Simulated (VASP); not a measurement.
# SiO2 (I-42d) in VASP: a series of runs

SiO2 is run at these levels: r2SCAN; tasks: single point.

Program: VASP 6.6.1. These are calculated values, not measurements. Logs are shortened: lines on timing, memory, paths and dates and some standing lists are left out, and cuts for length are marked.

### 1 The cell of the first run

The structure is tetragonal, space group I-42d (No. 122). Conventional cell: a = 5.077 Å, b = 5.077 Å, c = 7.359 Å, α = 90.00°, β = 90.00°, γ = 90.00°. Within 2.1 Å of Si (site symmetry -4) lie 4 O at 1.61 Å. Within 2.1 Å of O (site symmetry 2) lie 2 Si at 1.61 Å.

### 2 Single point, r2SCAN (volume scaled by 1.06, then relaxed in part)

POSCAR

```
SiO2
1.0
   -2.5384121643      2.5384121643      3.6792927782
    2.5384121643     -2.5384121643      3.6792927782
    2.5384121643      2.5384121643     -3.6792927782
Si O
2 4
Direct
    0.0000000000      0.0000000000      0.0000000000
    0.7500000000      0.2500000000      0.5000000000
    0.9497585549      0.6250000000      0.8247585549
    0.3750000000      0.1997585549      0.3247585549
    0.8002414451      0.1250000000      0.1752414451
    0.8750000000      0.0502414451      0.6752414451
```

INCAR.step1

```
SYSTEM = SiO2
ALGO = Normal
EDIFF = 1E-4
ENCUT = 520
GGA = PE
ISMEAR = 0
LASPH = .TRUE.
LCHARG = .FALSE.
LREAL = .FALSE.
LWAVE = .TRUE.
NBANDS = 25
NELM = 80
PREC = Accurate
SIGMA = 0.02
```

INCAR.step2

```
SYSTEM = SiO2
ALGO = Normal
EDIFF = 1E-6
ENCUT = 520
ISIF = 2
ISMEAR = 0
ISTART = 1
LASPH = .TRUE.
LCHARG = .FALSE.
LMIXTAU = .TRUE.
LREAL = .FALSE.
LWAVE = .FALSE.
METAGGA = R2SCAN
NBANDS = 25
NELM = 80
PREC = Accurate
SIGMA = 0.02
```

KPOINTS

```
k-points
0
G
  8 8 8
  0 0 0
```

Potentials or basis: VASP PAW PBE potentials, release 64 (Si, O).

The run is started by

```
$ cat potpaw_PBE.64/Si/POTCAR potpaw_PBE.64/O/POTCAR > POTCAR
$ cp INCAR.step1 INCAR
$ mpirun -np 1 vasp_std > vasp.out
$ cp INCAR.step2 INCAR
$ mpirun -np 1 vasp_std > vasp.out
```

OUTCAR:

```text
SYSTEM = SiO2
   EDIFF = 1E-6
   ENCUT = 520
   ISIF = 2
   ISMEAR = 0
   ISTART = 1
   LASPH = .TRUE.
   LREAL = .FALSE.
   METAGGA = R2SCAN
   NELM = 80
   PREC = Accurate

 ion  position               nearest neighbor table
   1  0.000  0.000  0.000-   3 1.61   4 1.61   5 1.61   6 1.61   2 3.13   2 3.13   2 3.13   2 3.13

   2  0.750  0.250  0.500-   4 1.61   3 1.61   5 1.61   6 1.61   1 3.13   1 3.13   1 3.13   1 3.13

   3  0.950  0.625  0.825-   1 1.61   2 1.61
   4  0.375  0.200  0.325-   2 1.61   1 1.61
   5  0.800  0.125  0.175-   1 1.61   2 1.61
   6  0.875  0.050  0.675-   1 1.61   2 1.61

  LATTYP: Found a body centered tetragonal cell.
 ALAT       =     5.0768243286
 C/A-ratio  =     1.4494465595

  Lattice vectors:

 A1 = (  -2.5384121643,   2.5384121643,   3.6792927782)
 A2 = (   2.5384121643,  -2.5384121643,   3.6792927782)
 A3 = (   2.5384121643,   2.5384121643,  -3.6792927782)

Analysis of symmetry for initial positions (statically):
=====================================================================
 Subroutine PRICEL returns:
 Original cell was already a primitive cell.

 Routine SETGRP: Setting up the symmetry group for a
 body centered tetragonal supercell.

 Subroutine GETGRP returns: Found  8 space group operations
 (whereof  4 operations were pure point group operations)
 out of a pool of 16 trial point group operations.

The static configuration has the point symmetry S_4 .
 The point group associated with its full space group is D_2d.

Analysis of symmetry for dynamics (positions and initial velocities):
=====================================================================
 Subroutine PRICEL returns:
 Original cell was already a primitive cell.

 Routine SETGRP: Setting up the symmetry group for a
 body centered tetragonal supercell.

 Subroutine GETGRP returns: Found  8 space group operations
 (whereof  4 operations were pure point group operations)
 out of a pool of 16 trial point group operations.

The dynamic configuration has the point symmetry S_4 .
 The point group associated with its full space group is D_2d.

 Subroutine INISYM returns: Found  8 space group operations
 (whereof  4 operations are pure point group operations),
 and found     1 'primitive' translations

----------------------------------------------------------------------------------------

                                     Primitive cell

  volume of cell :      94.8306

  direct lattice vectors                    reciprocal lattice vectors
    -2.538412164  2.538412164  3.679292778     0.000000000  0.196973528  0.135895682
     2.538412164 -2.538412164  3.679292778     0.196973528  0.000000000  0.135895682
     2.538412164  2.538412164 -3.679292778     0.196973528  0.196973528  0.000000000

  length of vectors
     5.140454064  5.140454064  5.140454064     0.239303588  0.239303588  0.278562635

  position of ions in fractional coordinates (direct lattice)
     0.000000000  0.000000000  0.000000000
     0.750000000  0.250000000  0.500000000
     0.949758555  0.625000000  0.824758555
     0.375000000  0.199758555  0.324758555
     0.800241445  0.125000000  0.175241445
     0.875000000  0.050241445  0.675241445

  ion indices of the primitive-cell ions
   primitive index   ion index
                 1           1
                 2           2
                 3           3
                 4           4
                 5           5
                 6           6

----------------------------------------------------------------------------------------

 KPOINTS: k-points

Automatic generation of k-mesh.
 Grid dimensions read from file:
 generate k-points for:    8    8    8

 Generating k-lattice:

  Cartesian coordinates                     Fractional coordinates (reciprocal lattice)
     0.000000000  0.024621691  0.016986960     0.125000000  0.000000000  0.000000000
     0.024621691  0.000000000  0.016986960     0.000000000  0.125000000  0.000000000
     0.024621691  0.024621691  0.000000000     0.000000000  0.000000000  0.125000000

  Length of vectors
     0.029912948  0.029912948  0.034820329

  Shift w.r.t. Gamma in fractional coordinates (k-lattice)
     0.000000000  0.000000000  0.000000000

 Subroutine IBZKPT returns following result:
 ===========================================

 Found     59 irreducible k-points:

 Following reciprocal coordinates:
            Coordinates               Weight
  0.000000  0.000000  0.000000      1.000000
  0.125000  0.000000  0.000000      8.000000
  0.250000  0.000000  0.000000      8.000000
  0.375000 -0.000000  0.000000      8.000000
  0.500000  0.000000  0.000000      4.000000
  0.125000  0.125000  0.000000      8.000000
[... 16 lines left out ...]
  0.250000  0.125000  0.125000     16.000000
  0.375000  0.125000  0.125000      8.000000
 [... further k-points ...]
   k-points           NKPTS =     59   k-points in BZ     NKDIM =     59   number of bands    NBANDS=     25
   number of dos      NEDOS =    301   number of ions     NIONS =      6
   total plane-waves  NPLWV =  64000
   dimension x,y,z NGX =    40 NGY =   40 NGZ =   40
   dimension x,y,z NGXF=    80 NGYF=   80 NGZF=   80
   ions per type =               2   4
   NGX,Y,Z   is equivalent  to a cutoff of  12.94, 12.94, 12.94 a.u.
   NGXF,Y,Z  is equivalent  to a cutoff of  25.87, 25.87, 25.87 a.u.
 SYSTEM =  SiO2
   PREC   = accura    normal or accurate (medium, high low for compatibility)
   ISTART =      1    job   : 0-new  1-cont  2-samecut
   ICHARG =      0    charge: 1-file 2-atom 10-const
   ISPIN  =      1    spin polarized calculation?
   LNONCOLLINEAR =      F non collinear calculations
   LSORBIT =      F    spin-orbit coupling
   LASPH  =      T    aspherical Exc in radial PAW
   ENCUT  =  520.0 eV  38.22 Ry    6.18 a.u.   9.56  9.56  9.56*2*pi/ulx,y,z
   NELM   =     80;   NELMIN=  2; NELMDL=  0     # of ELM steps
   EDIFF  = 0.1E-05   stopping-criterion for ELM
   LREAL  =      F    real-space projection
   EDIFFG = 0.1E-04   stopping-criterion for IOM
   NSW    =      0    number of steps for IOM
   IBRION =     -1    ionic relax: 0-MD 1-quasi-New 2-CG
   NFREE  =      0    steps in history (QN), initial steepest desc. (CG)
   ISIF   =      2    stress and relaxation
   ISYM   =      2    0-nonsym 1-usesym 2-fastsym
   POTIM  = 0.5000    time-step for ionic-motion
   TEBEG  =    0.0;   TEEND  =   0.0 temperature during run
   PSTRESS=    0.0 pullay stress
   NELECT =      32.0000    total number of electrons
   NUPDOWN=      -1.0000    fix difference up-down
   EMIN   =  10.00;   EMAX   =-10.00  energy-range for DOS
   EFERMI =   0.00;   METHOD = LEGACY
   ISMEAR =     0;   SIGMA  =   0.02  broadening in eV -4-tet -1-fermi 0-gaus
   EFERMI_NEDOS =   21; number of points for ismear=-14 and -15
   IALGO  =     38    algorithm
   IMIX   =      4    mixing-type and parameters
     AMIX     =   0.40;   BMIX     =  1.00
     AMIX_MAG =   1.60;   BMIX_MAG =  1.00
  volume/ion in A,a.u.               =      15.81       106.66
  Fermi-wavevector in a.u.,A,eV,Ry     =   1.139747  2.153810 17.674297  1.299024
  Thomas-Fermi vector in A             =   2.276450
   LORBIT       =      0    0 simple, 1 ext, 2 COOP (PROOUT), +10 PAW based schemes
   METAGGA = R2SCAN    functional components
   LHFCALC =     F    Hartree Fock is set to
   AEXX    =    0.0000 exact exchange contribution
   IVDW    =     0    specifies the selected vdW correction
   LEPSILON=     F    determine dielectric tensor
   LRPA    =     F    only Hartree local field effects (RPA)
 non-spin polarized calculation
 Gauss-broadening in eV      SIGMA  =   0.02
  energy-cutoff  :      520.00
  volume of cell :       94.83
 maximum number of plane-waves:      2587
 NGX is ok and might be reduce to    40
   NGX = 19   NGY = 19   NGZ = 19

 number of electron      31.9999983 magnetization

 Free energy of the ion-electron system (eV)
  ---------------------------------------------------
  ext. energy  EPLUGINS =         0.00000000
  ---------------------------------------------------
  free energy    TOTEN  =       -59.57878688 eV

  energy without entropy =      -59.57878688  energy(sigma->0) =      -59.57878688

 E-fermi :  -0.9990     XC(G=0):  -8.2626

 val. band max:       -1.1002841975   @ k =   0.0000   0.0000   0.0000
 cond. band min:       5.2280263817   @ k =   0.0000   0.0000   0.0000
 fundamental gap:      6.3283105792
 Fermi energy:        -0.9989933129

 k-point     1 :       0.0000    0.0000    0.0000
  band No.  band energies     occupation
      1     -21.3508      2.00000
      2     -19.3463      2.00000
      3     -19.3463      2.00000
      4     -19.3077      2.00000
      5     -10.7361      2.00000
      6      -6.8661      2.00000
[... 17 lines left out ...]
     24      12.2314      0.00000
     25      12.8232      0.00000

 k-point     2 :       0.1250    0.0000    0.0000
  band No.  band energies     occupation
      1     -21.3054      2.00000
      2     -19.4145      2.00000
      3     -19.3484      2.00000
      4     -19.3195      2.00000
      5     -10.6083      2.00000
      6      -6.9044      2.00000
[... 17 lines left out ...]
     24      12.2744      0.00000
     25      13.1526      0.00000

 k-point     3 :       0.2500    0.0000    0.0000
  band No.  band energies     occupation
      1     -21.1799      2.00000
      2     -19.6140      2.00000
      3     -19.3530      2.00000
      4     -19.3267      2.00000
      5     -10.2741      2.00000
      6      -7.0602      2.00000
[... 552 lines left out ...]
 k-point    23 :       0.2500    0.1250    0.1250
  band No.  band energies     occupation
      1     -20.8986      2.00000
      2     -20.0006      2.00000
      3     -19.3621      2.00000
      4     -19.3383      2.00000
      5      -9.5925      2.00000
      6      -7.6757      2.00000
[... 17 lines left out ...]
     24      12.4864      0.00000
     25      13.0579      0.00000

 k-point    24 :       0.3750    0.1250    0.1250
  band No.  band energies     occupation
      1     -20.8005      2.00000
      2     -20.1208      2.00000
      3     -19.3634      2.00000
      4     -19.3417      2.00000
      5      -9.3828      2.00000
      6      -7.8461      2.00000
[... 17 lines left out ...]
     24      12.8567      0.00000
     25      12.9785      0.00000

 [... further k-points ...]

------------------------ aborting loop because EDIFF is reached ----------------------------------------

  FORCE on cell =-STRESS in cart. coord.  units (eV):
  Direction    XX          YY          ZZ          XY          YZ          ZX
  --------------------------------------------------------------------------------------
  -------------------------------------------------------------------------------------
  Total       -0.6595740     -0.6595740     -0.6421561      0.0000000      0.0000000      0.0000000
  in kB      -11.1436001    -11.1436001    -10.8493213      0.0000000      0.0000000      0.0000000
  external PRESSURE =     -11.0455071 kB  Pullay stress =       0.0000000 kB

 VOLUME and BASIS-vectors are now :
 -----------------------------------------------------------------------------
  energy-cutoff  :      520.00
  volume of cell :       94.83
      direct lattice vectors                 reciprocal lattice vectors
    -2.538412164  2.538412164  3.679292778     0.000000000  0.196973528  0.135895682
     2.538412164 -2.538412164  3.679292778     0.196973528  0.000000000  0.135895682
     2.538412164  2.538412164 -3.679292778     0.196973528  0.196973528  0.000000000

 POSITION                                       TOTAL-FORCE (eV/Angst)
 -----------------------------------------------------------------------------------
      0.00000      0.00000      0.00000         0.000000     -0.000000      0.000000
      0.00000      2.53841      1.83965         0.000000      0.000000     -0.000000
      1.26921      2.91795      2.75947         0.000000     -0.001188     -0.000000
      0.37954      1.26921      0.91982        -0.001188      0.000000     -0.000000
     -1.26921      2.15888      2.75947         0.000000      0.001188     -0.000000
     -0.37954      3.80762      0.91982         0.001188      0.000000     -0.000000
 -----------------------------------------------------------------------------------
    total drift:                                0.000016      0.000016      0.000000

  FREE ENERGIE OF THE ION-ELECTRON SYSTEM (eV)
  ---------------------------------------------------
  free  energy   TOTEN  =       -59.5787868805 eV

  energy  without entropy=      -59.5787868805  energy(sigma->0) =      -59.57878688
```

Run time: 14 min. Hardware: 1 thread of AMD EPYC 7R13, shared host; peak memory 0.28 GiB.

What came out:

```
Free energy            : -59.5788 eV
Pressure               : -1.1 GPa
Band gap on the k mesh : 6.33 eV, direct
```

Caveat: the PAW data sets were made with another functional, which shifts forces and pressure a little.

### 3 Single point, r2SCAN (volume scaled by 1.10, then relaxed in part)

POSCAR

```
SiO2
1.0
   -2.5797133046      2.5797133046      3.6968562314
    2.5797133046     -2.5797133046      3.6968562314
    2.5797133046      2.5797133046     -3.6968562314
Si O
2 4
Direct
    0.0000000000      0.0000000000      0.0000000000
    0.7500000000      0.2500000000      0.5000000000
    0.9309353539      0.6250000000      0.8059353539
    0.3750000000      0.1809353539      0.3059353539
    0.8190646461      0.1250000000      0.1940646461
    0.8750000000      0.0690646461      0.6940646461
```

INCAR.step1

```
PREC = Accurate
ENCUT = 520
ISMEAR = 0
SIGMA = 0.02
LREAL = False
LASPH = True
NELM = 60
NBANDS = 25
GGA = PE
ALGO = Normal
EDIFF = 1E-4
LWAVE = True
LCHARG = False
```

INCAR.step2

```
PREC = Accurate
ENCUT = 520
EDIFF = 1E-6
ISMEAR = 0
SIGMA = 0.02
LREAL = False
LASPH = True
NELM = 60
ALGO = Normal
ISIF = 2
LWAVE = False
LCHARG = True
METAGGA = R2SCAN
LMIXTAU = True
LELF = True
LVHAR = True
NBANDS = 25
ISTART = 1
```

KPOINTS

```
Automatic mesh
0
Gamma
  8 8 8
```

Potentials or basis: VASP PAW PBE potentials, release 64 (Si, O).

The run is started by

```
$ cat potpaw_PBE.64/Si/POTCAR potpaw_PBE.64/O/POTCAR > POTCAR
$ cp INCAR.step1 INCAR
$ mpirun -np 1 vasp_std > vasp.out
$ cp INCAR.step2 INCAR
$ mpirun -np 1 vasp_std > vasp.out
```

Wall time 19 min (1 thread of AMD EPYC 7R13, shared host); peak memory 0.29 GiB.

Results (log left out):

```yaml
Free_energy: -59.5505 eV
Pressure: -1.9 GPa
Largest_force: 0.003 eV/Å
Band_gap_on_the_k_mesh: 6.19 eV, direct
```

Forces on the atoms (eV/Å):
```
Si   0.000  0.000  0.000
Si   0.000  0.000  0.000
O    0.000 -0.003  0.000
O   -0.003  0.000  0.000
O    0.000  0.003  0.000
O    0.003  0.000  0.000
```

Levels at points of the mesh, in eV from the valence-band top:
```
           k point  band 13  band 14  band 15  band 16  band 17  band 18  band 19  band 20
(0.00, 0.00, 0.00)    -1.89    -0.28     0.00     0.00     6.19     9.65    10.32    10.32
(0.50, 0.00, 0.00)    -1.80    -0.93    -0.81    -0.05     8.60     8.93     9.73    11.11
(0.50, 0.50, 0.00)    -1.27    -1.27    -0.53    -0.53     9.21     9.21    11.25    11.25
(0.50, 0.50, 0.50)    -1.46    -1.46    -0.54    -0.54     9.15     9.15    11.66    11.66
```

Caveat: the PAW data sets were made with another functional, which shifts forces and pressure a little.
